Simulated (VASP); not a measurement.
# Pd (Pm-3m) in VASP: a series of runs, part 2 of 2

VASP 6.6.1. The steps go on from the part before.

## Step 4: Density of states, PBE (volume scaled by 0.4)

Contents of POSCAR:

```
Pd
1.0
    1.9264807578      0.0000000000      0.0000000000
    0.0000000000      1.9264807578      0.0000000000
    0.0000000000      0.0000000000      1.9264807578
Pd
1
Direct
    0.0000000000      0.0000000000      0.0000000000
```

Contents of INCAR.step1:

```
  ALGO = Normal
  EDIFF = 1E-6
  ENCUT = 470
  GGA = PE
  GGA_COMPAT = F
  ISIF = 2
  ISMEAR = -1
  LASPH = T
  LCHARG = T
  LMAXMIX = 4
  LORBIT = 11
  LREAL = F
  LWAVE = F
  NBANDS = 15
  NEDOS = 2001
  NELM = 120
  PREC = Accurate
  SIGMA = 0.08
```

Contents of KPOINTS.step1:

```
k-points
0
Gamma
  15 15 15
```

Contents of INCAR.step2:

```
  ALGO = Normal
  EDIFF = 1E-6
  ENCUT = 470
  GGA = PE
  GGA_COMPAT = F
  ICHARG = 11
  ISIF = 2
  ISMEAR = -5
  LASPH = T
  LCHARG = F
  LMAXMIX = 4
  LORBIT = 10
  LREAL = F
  LWAVE = F
  NEDOS = 1001
  NELM = 120
  PREC = Accurate
  SIGMA = 0.08
```

Contents of KPOINTS.step2:

```
k-points
0
Gamma
  23 23 23
```

Potentials or basis: VASP PAW PBE potentials, release 64 (Pd_sv_GW).

The run is started by

```
$ cat potpaw_PBE.64/Pd_sv_GW/POTCAR > POTCAR
$ cp INCAR.step1 INCAR
$ cp KPOINTS.step1 KPOINTS
$ mpirun -np 1 vasp_std > vasp.out
$ cp INCAR.step2 INCAR
$ cp KPOINTS.step2 KPOINTS
$ mpirun -np 1 vasp_std > vasp.out
```

OUTCAR:

```text
EDIFF = 1E-6
   ENCUT = 470
   GGA = PE
   ICHARG = 11
   ISIF = 2
   ISMEAR = -5
   LASPH = T
   LORBIT = 10
   LREAL = F
   NELM = 120
   PREC = Accurate

 ion  position               nearest neighbor table
   1  0.000  0.000  0.000-

  LATTYP: Found a simple cubic cell.
 ALAT       =     1.9264807578

  Lattice vectors:

 A1 = (   1.9264807578,   0.0000000000,   0.0000000000)
 A2 = (   0.0000000000,   1.9264807578,   0.0000000000)
[... 570 lines left out ...]

  FORCE on cell =-STRESS in cart. coord.  units (eV):
  Direction    XX          YY          ZZ          XY          YZ          ZX
  --------------------------------------------------------------------------------------
  -------------------------------------------------------------------------------------
  Total       51.0703512     51.0703512     51.0703512      0.0000000      0.0000000     -0.0000000
  in kB    11444.1989889  11444.1989889  11444.1989889      0.0000000      0.0000000     -0.0000000
  external PRESSURE =   11444.1989889 kB  Pullay stress =       0.0000000 kB

 VOLUME and BASIS-vectors are now :
 -----------------------------------------------------------------------------
  energy-cutoff  :      470.00
  volume of cell :        7.15
      direct lattice vectors                 reciprocal lattice vectors
     1.926480758  0.000000000  0.000000000     0.519081229  0.000000000  0.000000000
     0.000000000  1.926480758  0.000000000     0.000000000  0.519081229  0.000000000
     0.000000000  0.000000000  1.926480758     0.000000000  0.000000000  0.519081229

 POSITION                                       TOTAL-FORCE (eV/Angst)
 -----------------------------------------------------------------------------------
      0.00000      0.00000      0.00000         0.000000      0.000000      0.000000
 -----------------------------------------------------------------------------------
    total drift:                               -0.000000      0.000000     -0.000000

  FREE ENERGIE OF THE ION-ELECTRON SYSTEM (eV)
  ---------------------------------------------------
  free  energy   TOTEN  =        12.5440183155 eV

  energy  without entropy=       12.5440183155  energy(sigma->0) =       12.54401832

 total charge

# of ion       s       p       d       f       tot
--------------------------------------------------
    1        2.422   6.617   8.213   0.291  17.543
```

OSZICAR.step1:

```text
N       E                     dE             d eps       ncg     rms          rms(c)
DAV:   1     0.240636842587E+03    0.24064E+03   -0.11066E+04  4447   0.187E+03
DAV:   2     0.206901416660E+02   -0.21995E+03   -0.20392E+03  3763   0.590E+02
DAV:   3     0.126629112879E+02   -0.80272E+01   -0.79858E+01  5321   0.126E+02
DAV:   4     0.124431634310E+02   -0.21975E+00   -0.21970E+00  4447   0.186E+01
DAV:   5     0.124301255061E+02   -0.13038E-01   -0.13037E-01  5750   0.413E+00    0.124E+02
DAV:   6     0.125102031423E+02    0.80078E-01   -0.13317E-02  5132   0.211E+00    0.736E+01
DAV:   7     0.125447818669E+02    0.34579E-01   -0.23534E-02  5684   0.321E+00    0.496E-01
DAV:   8     0.125449583505E+02    0.17648E-03   -0.57164E-04  5317   0.352E-01    0.952E-02
DAV:   9     0.125450305480E+02    0.72197E-04   -0.35203E-05  5647   0.928E-02    0.213E-02
DAV:  10     0.125450383754E+02    0.78274E-05   -0.54914E-06  4764   0.635E-02    0.132E-02
DAV:  11     0.125450384721E+02    0.96757E-07   -0.13507E-07  3130   0.520E-03
   1 F= 0.12545038E+02 E0= 0.12550140E+02  d E =-.102024E-01
```

Run time: 34 s. Hardware: 1 thread of AMD EPYC 9R45 (Zen 5), shared host; peak memory 0.12 GiB.

What came out:

```
Valence electrons inside the program's atomic spheres : Pd 17.54
```

Caveat: tetrahedron occupations give inexact forces and stress in metals.

## Step 5: Density of states, PBE (volume scaled by 0.45)

Contents of POSCAR:

```
Pd
1.0
    2.0036207299      0.0000000000      0.0000000000
    0.0000000000      2.0036207299      0.0000000000
    0.0000000000      0.0000000000      2.0036207299
Pd
1
Direct
    0.0000000000      0.0000000000      0.0000000000
```

Contents of INCAR.step1:

```
PREC = Accurate ; ENCUT = 470
EDIFF = 1E-6 ; ISMEAR = -1
SIGMA = 0.08 ; LREAL = False
LASPH = True ; NELM = 120
ALGO = Normal ; ISIF = 2
LWAVE = False ; LCHARG = True
LMAXMIX = 4 ; GGA = PE
NBANDS = 15 ; GGA_COMPAT = False
NEDOS = 2001 ; LORBIT = 11
```

Contents of KPOINTS.step1:

```
regular mesh
0
Gamma
  15 15 15
```

Contents of INCAR.step2:

```
PREC = Accurate ; ENCUT = 470
EDIFF = 1E-6 ; ISMEAR = -5
SIGMA = 0.08 ; LREAL = False
LASPH = True ; NELM = 120
ALGO = Normal ; ISIF = 2
LWAVE = False ; LCHARG = False
LMAXMIX = 4 ; GGA = PE
LORBIT = 11 ; NEDOS = 2001
ICHARG = 11 ; GGA_COMPAT = False
```

Contents of KPOINTS.step2:

```
regular mesh
0
Gamma
  23 23 23
```

Potentials or basis: VASP PAW PBE potentials, release 64 (Pd_sv_GW).

The run is started by

```
$ cat potpaw_PBE.64/Pd_sv_GW/POTCAR > POTCAR
$ cp INCAR.step1 INCAR
$ cp KPOINTS.step1 KPOINTS
$ mpirun -np 1 vasp_std > vasp.out
$ cp INCAR.step2 INCAR
$ cp KPOINTS.step2 KPOINTS
$ mpirun -np 1 vasp_std > vasp.out
```

OUTCAR:

```text
PREC = Accurate
   ENCUT = 470
   EDIFF = 1E-6
   ISMEAR = -5
   LREAL = False
   LASPH = True
   NELM = 120
   ISIF = 2
   GGA = PE
   LORBIT = 11
   ICHARG = 11

 ion  position               nearest neighbor table
   1  0.000  0.000  0.000-

  LATTYP: Found a simple cubic cell.
 ALAT       =     2.0036207299

  Lattice vectors:

 A1 = (   2.0036207299,   0.0000000000,   0.0000000000)
 A2 = (   0.0000000000,   2.0036207299,   0.0000000000)
[... 569 lines left out ...]

  FORCE on cell =-STRESS in cart. coord.  units (eV):
  Direction    XX          YY          ZZ          XY          YZ          ZX
  --------------------------------------------------------------------------------------
  -------------------------------------------------------------------------------------
  Total       37.6388596     37.6388596     37.6388596      0.0000000      0.0000000     -0.0000000
  in kB     7497.2240541   7497.2240541   7497.2240541      0.0000000      0.0000000     -0.0000000
  external PRESSURE =    7497.2240541 kB  Pullay stress =       0.0000000 kB

 VOLUME and BASIS-vectors are now :
 -----------------------------------------------------------------------------
  energy-cutoff  :      470.00
  volume of cell :        8.04
      direct lattice vectors                 reciprocal lattice vectors
     2.003620730  0.000000000  0.000000000     0.499096453  0.000000000  0.000000000
     0.000000000  2.003620730  0.000000000     0.000000000  0.499096453  0.000000000
     0.000000000  0.000000000  2.003620730     0.000000000  0.000000000  0.499096453

 POSITION                                       TOTAL-FORCE (eV/Angst)
 -----------------------------------------------------------------------------------
      0.00000      0.00000      0.00000         0.000000      0.000000      0.000000
 -----------------------------------------------------------------------------------
    total drift:                               -0.000000     -0.000000     -0.000000

  FREE ENERGIE OF THE ION-ELECTRON SYSTEM (eV)
  ---------------------------------------------------
  free  energy   TOTEN  =         7.3131162908 eV

  energy  without entropy=        7.3131162908  energy(sigma->0) =        7.31311629

 total charge

# of ion       s       p       d       f       tot
--------------------------------------------------
    1        2.373   6.487   8.016   0.192  17.068
```

Run time: 13 s. Hardware: 1 thread of Intel Xeon 6975P-C (Granite Rapids), shared host; peak memory 0.16 GiB.

What came out:

```yaml
Valence_electrons_inside_the_program's_atomic_spheres: Pd 17.07
```

Levels at points of the mesh, in eV from the Fermi level:
```
           k point  band 6  band 7  band 8  band 9  band 10  band 11  band 12  band 13
(0.00, 0.00, 0.00)  -13.98  -12.84    0.23    0.23     0.23    21.38    21.38    21.38
```

Caveat: tetrahedron occupations give inexact forces and stress in metals.
